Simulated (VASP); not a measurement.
# W (Im-3m) in VASP: notebook

The runs below take W through single point, relaxation of cell and atoms, with PBE+D3(BJ).

Everything below comes from runs of VASP 6.6.1. Logs are shortened: lines on timing, memory, paths and dates and some standing lists are left out, and cuts for length are marked.

## (1) The cell of the first run

Symmetry: Im-3m, No. 229, cubic system. The conventional cell has a = 3.159 Å, b = 3.159 Å, c = 3.159 Å, α = 90.00°, β = 90.00°, γ = 90.00°. W (site symmetry m-3m) has 14 W at 2.74 to 3.16 Å within 3.6 Å.

## (2) Single point, PBE+D3(BJ)

Contents of INCAR:

```
SYSTEM = W
PREC = Accurate ; ENCUT = 520
EDIFF = 1E-6 ; ISMEAR = 0
SIGMA = 0.1 ; LREAL = .FALSE.
LASPH = .TRUE. ; NELM = 100
ALGO = Fast ; ISIF = 2
LWAVE = .FALSE. ; LCHARG = .FALSE.
GGA = PE ; IVDW = 12
NBANDS = 13
```

Contents of KPOINTS:

```
regular mesh
0
G
  18 18 18
  0 0 0
```

Contents of POSCAR:

```
W
1.0
   -1.5796970684      1.5796970684      1.5796970684
    1.5796970684     -1.5796970684      1.5796970684
    1.5796970684      1.5796970684     -1.5796970684
W
1
Direct
    0.0000000000      0.0000000000      0.0000000000
```

Potentials or basis: VASP PAW PBE potentials, release 64 (W_sv).

Launch:

```console
$ cat potpaw_PBE.64/W_sv/POTCAR > POTCAR
$ mpirun -np 1 vasp_std > vasp.out
```

OUTCAR:

```text
SYSTEM = W
   PREC = Accurate
   ENCUT = 520
   EDIFF = 1E-6
   ISMEAR = 0
   LREAL = .FALSE.
   LASPH = .TRUE.
   NELM = 100
   ISIF = 2
   GGA = PE
   IVDW = 12
 IVDW          = 12

 ion  position               nearest neighbor table
   1  0.000  0.000  0.000-

  LATTYP: Found a body centered cubic cell.
 ALAT       =     3.1593941368

  Lattice vectors:

 A1 = (  -1.5796970684,   1.5796970684,   1.5796970684)
 A2 = (   1.5796970684,  -1.5796970684,   1.5796970684)
 A3 = (   1.5796970684,   1.5796970684,  -1.5796970684)

Analysis of symmetry for initial positions (statically):
=====================================================================
 Subroutine PRICEL returns:
 Original cell was already a primitive cell.

 Routine SETGRP: Setting up the symmetry group for a
 body centered cubic supercell.

 Subroutine GETGRP returns: Found 48 space group operations
 (whereof 48 operations were pure point group operations)
 out of a pool of 48 trial point group operations.

The static configuration has the point symmetry O_h .

Analysis of symmetry for dynamics (positions and initial velocities):
=====================================================================
 Subroutine PRICEL returns:
 Original cell was already a primitive cell.

 Routine SETGRP: Setting up the symmetry group for a
 body centered cubic supercell.

 Subroutine GETGRP returns: Found 48 space group operations
 (whereof 48 operations were pure point group operations)
 out of a pool of 48 trial point group operations.

The dynamic configuration has the point symmetry O_h .

 Subroutine INISYM returns: Found 48 space group operations
 (whereof 48 operations are pure point group operations),
 and found     1 'primitive' translations

----------------------------------------------------------------------------------------

                                     Primitive cell

  volume of cell :      15.7682

  direct lattice vectors                    reciprocal lattice vectors
    -1.579697068  1.579697068  1.579697068     0.000000000  0.316516382  0.316516382
     1.579697068 -1.579697068  1.579697068     0.316516382  0.000000000  0.316516382
     1.579697068  1.579697068 -1.579697068     0.316516382  0.316516382  0.000000000

  length of vectors
     2.736115583  2.736115583  2.736115583     0.447621759  0.447621759  0.447621759

  position of ions in fractional coordinates (direct lattice)
     0.000000000  0.000000000  0.000000000

  ion indices of the primitive-cell ions
   primitive index   ion index
                 1           1

----------------------------------------------------------------------------------------

 KPOINTS: regular mesh

Automatic generation of k-mesh.
 Grid dimensions read from file:
 generate k-points for:   18   18   18

 Generating k-lattice:

  Cartesian coordinates                     Fractional coordinates (reciprocal lattice)
     0.000000000  0.017584243  0.017584243     0.055555556  0.000000000  0.000000000
     0.017584243  0.000000000  0.017584243     0.000000000  0.055555556  0.000000000
     0.017584243  0.017584243  0.000000000     0.000000000  0.000000000  0.055555556

  Length of vectors
     0.024867876  0.024867876  0.024867876

  Shift w.r.t. Gamma in fractional coordinates (k-lattice)
     0.000000000  0.000000000  0.000000000

 Subroutine IBZKPT returns following result:
 ===========================================

 Found    195 irreducible k-points:

 Following reciprocal coordinates:
            Coordinates               Weight
  0.000000  0.000000  0.000000      1.000000
  0.055556  0.000000  0.000000     12.000000
  0.111111  0.000000  0.000000     12.000000
  0.166667  0.000000  0.000000     12.000000
  0.222222  0.000000  0.000000     12.000000
  0.277778  0.000000  0.000000     12.000000
[... 16 lines left out ...]
  0.333333  0.111111  0.000000     48.000000
  0.388889  0.111111  0.000000     48.000000
 [... further k-points ...]
   k-points           NKPTS =    195   k-points in BZ     NKDIM =    195   number of bands    NBANDS=     13
   number of dos      NEDOS =    301   number of ions     NIONS =      1
   total plane-waves  NPLWV =   8000
   dimension x,y,z NGX =    20 NGY =   20 NGZ =   20
   dimension x,y,z NGXF=    40 NGYF=   40 NGZF=   40
   ions per type =               1
   NGX,Y,Z   is equivalent  to a cutoff of  12.15, 12.15, 12.15 a.u.
   NGXF,Y,Z  is equivalent  to a cutoff of  24.30, 24.30, 24.30 a.u.
 SYSTEM =  W
   PREC   = accura    normal or accurate (medium, high low for compatibility)
   ISTART =      0    job   : 0-new  1-cont  2-samecut
   ICHARG =      2    charge: 1-file 2-atom 10-const
   ISPIN  =      1    spin polarized calculation?
   LNONCOLLINEAR =      F non collinear calculations
   LSORBIT =      F    spin-orbit coupling
   LASPH  =      T    aspherical Exc in radial PAW
   ENCUT  =  520.0 eV  38.22 Ry    6.18 a.u.   5.09  5.09  5.09*2*pi/ulx,y,z
   NELM   =    100;   NELMIN=  2; NELMDL= -5     # of ELM steps
   EDIFF  = 0.1E-05   stopping-criterion for ELM
   LREAL  =      F    real-space projection
[... 7 lines left out ...]
   TEBEG  =    0.0;   TEEND  =   0.0 temperature during run
   PSTRESS=    0.0 pullay stress
   NELECT =      14.0000    total number of electrons
   NUPDOWN=      -1.0000    fix difference up-down
   EMIN   =  10.00;   EMAX   =-10.00  energy-range for DOS
   EFERMI =   0.00;   METHOD = LEGACY
   ISMEAR =     0;   SIGMA  =   0.10  broadening in eV -4-tet -1-fermi 0-gaus
   EFERMI_NEDOS =   21; number of points for ismear=-14 and -15
   IALGO  =     68    algorithm
   IMIX   =      4    mixing-type and parameters
     AMIX     =   0.40;   BMIX     =  1.00
     AMIX_MAG =   1.60;   BMIX_MAG =  1.00
  volume/ion in A,a.u.               =      15.77       106.41
  Fermi-wavevector in a.u.,A,eV,Ry     =   1.573465  2.973417 33.685188  2.475791
  Thomas-Fermi vector in A             =   2.674745
   LORBIT       =      0    0 simple, 1 ext, 2 COOP (PROOUT), +10 PAW based schemes
   GGA     = PE    functional components
   LHFCALC =     F    Hartree Fock is set to
   AEXX    =    0.0000 exact exchange contribution
   IVDW    =    12    specifies the selected vdW correction
   LEPSILON=     F    determine dielectric tensor
   LRPA    =     F    only Hartree local field effects (RPA)
 non-spin polarized calculation
 RMM-DIIS sequential band-by-band and
 Gauss-broadening in eV      SIGMA  =   0.10
  energy-cutoff  :      520.00
  volume of cell :       15.77
 maximum number of plane-waves:       438
   NGX = 11   NGY = 11   NGZ = 11

 number of electron      14.0000004 magnetization

 Free energy of the ion-electron system (eV)
  ---------------------------------------------------
  ext. energy  EPLUGINS =         0.00000000
  ---------------------------------------------------
  free energy    TOTEN  =       -12.94151983 eV

  energy without entropy =      -12.93807589  energy(sigma->0) =      -12.93979786

 E-fermi :  11.5170     XC(G=0): -13.6703

 val. band max:       11.5141187362   @ k =  -0.2778   0.3333   0.2222
 cond. band min:      11.5281314827   @ k =   0.5000   0.5000   0.2222
 fundamental gap:      0.0140127465
 Fermi energy:        11.5170352925

 k-point     1 :       0.0000    0.0000    0.0000
  band No.  band energies     occupation
      1     -62.6526      2.00000
      2     -26.2068      2.00000
      3     -26.2068      2.00000
      4     -26.2068      2.00000
      5       1.8537      2.00000
      6      10.2843      2.00000
      7      10.2843      2.00000
      8      10.2843      2.00000
      9      13.7963      0.00000
     10      13.7963      0.00000
     11      26.0491      0.00000
     12      26.0491      0.00000
     13      26.0491      0.00000

 k-point     2 :       0.0556    0.0000    0.0000
  band No.  band energies     occupation
      1     -62.6485      2.00000
      2     -26.2497      2.00000
      3     -26.2201      2.00000
      4     -26.2070      2.00000
      5       2.0047      2.00000
      6      10.1918      2.00000
      7      10.2638      2.00000
      8      10.4299      2.00000
      9      13.6460      0.00000
     10      13.7968      0.00000
     11      26.1796      0.00000
     12      26.3057      0.00000
     13      26.4246      0.00000

 k-point     3 :       0.1111    0.0000    0.0000
  band No.  band energies     occupation
      1     -62.6366      2.00000
      2     -26.3718      2.00000
      3     -26.2583      2.00000
      4     -26.2076      2.00000
      5       2.4405      2.00000
      6       9.9362      2.00000
      7      10.1745      2.00000
      8      10.8615      2.00000
      9      13.3249      0.00000
     10      13.8060      0.00000
     11      26.5081      0.00000
     12      27.0517      0.00000
     13      27.3843      0.00000
[... 305 lines left out ...]
 k-point    23 :       0.3333    0.1111    0.0000
  band No.  band energies     occupation
      1     -62.5264      2.00000
      2     -27.3468      2.00000
      3     -26.6238      2.00000
      4     -26.2708      2.00000
      5       5.6610      2.00000
      6       8.2250      2.00000
      7      10.2020      2.00000
      8      13.4814      0.00000
      9      14.6780      0.00000
     10      16.9453      0.00000
     11      23.6087      0.00000
     12      24.9271      0.00000
     13      29.4449      0.00000

 k-point    24 :       0.3889    0.1111    0.0000
  band No.  band energies     occupation
      1     -62.5151      2.00000
      2     -27.4365      2.00000
      3     -26.6682      2.00000
      4     -26.2723      2.00000
      5       5.6533      2.00000
      6       8.0824      2.00000
      7      10.9382      2.00000
      8      13.5676      0.00000
      9      14.9102      0.00000
     10      17.9991      0.00000
     11      22.5228      0.00000
     12      24.1174      0.00000
     13      28.4232      0.00000

 [... further k-points ...]

------------------------ aborting loop because EDIFF is reached ----------------------------------------

 Edisp (eV)   -0.69910

 E8    (eV) :    -0.3585

  FORCE on cell =-STRESS in cart. coord.  units (eV):
  Direction    XX          YY          ZZ          XY          YZ          ZX
  --------------------------------------------------------------------------------------
  -------------------------------------------------------------------------------------
  Total       0.05941     0.05941     0.05941    -0.00000    -0.00000     0.00000
  in kB       6.03687     6.03687     6.03687    -0.00000    -0.00000     0.00000
  external pressure =        6.04 kB  Pullay stress =        0.00 kB

 VOLUME and BASIS-vectors are now :
 -----------------------------------------------------------------------------
  energy-cutoff  :      520.00
  volume of cell :       15.77
      direct lattice vectors                 reciprocal lattice vectors
    -1.579697068  1.579697068  1.579697068     0.000000000  0.316516382  0.316516382
     1.579697068 -1.579697068  1.579697068     0.316516382  0.000000000  0.316516382
     1.579697068  1.579697068 -1.579697068     0.316516382  0.316516382  0.000000000

 POSITION                                       TOTAL-FORCE (eV/Angst)
 -----------------------------------------------------------------------------------
      0.00000      0.00000      0.00000         0.000000     -0.000000      0.000000
 -----------------------------------------------------------------------------------
    total drift:                                0.000000     -0.000000      0.000000

  FREE ENERGIE OF THE ION-ELECTRON SYSTEM (eV)
  ---------------------------------------------------
  free  energy   TOTEN  =       -13.6406180618 eV

  energy  without entropy=      -13.6371741288  energy(sigma->0) =      -13.63889610
```

Wall time 13 s (1 thread of Intel Xeon Platinum 8559C (Emerald Rapids), shared host); peak memory 0.16 GiB.

Results:

```yaml
Free_energy: -13.6406 eV
Pressure: 0.6 GPa
Band_gap_on_the_k_mesh: zero (bands 7 and 8 overlap by 6.44 eV)
Dispersion_energy_per_atom: -0.699 eV
```

Caveat: spin-orbit coupling is left out, which moves the levels of the heavy elements.

(Continued in part 2 of 2.)
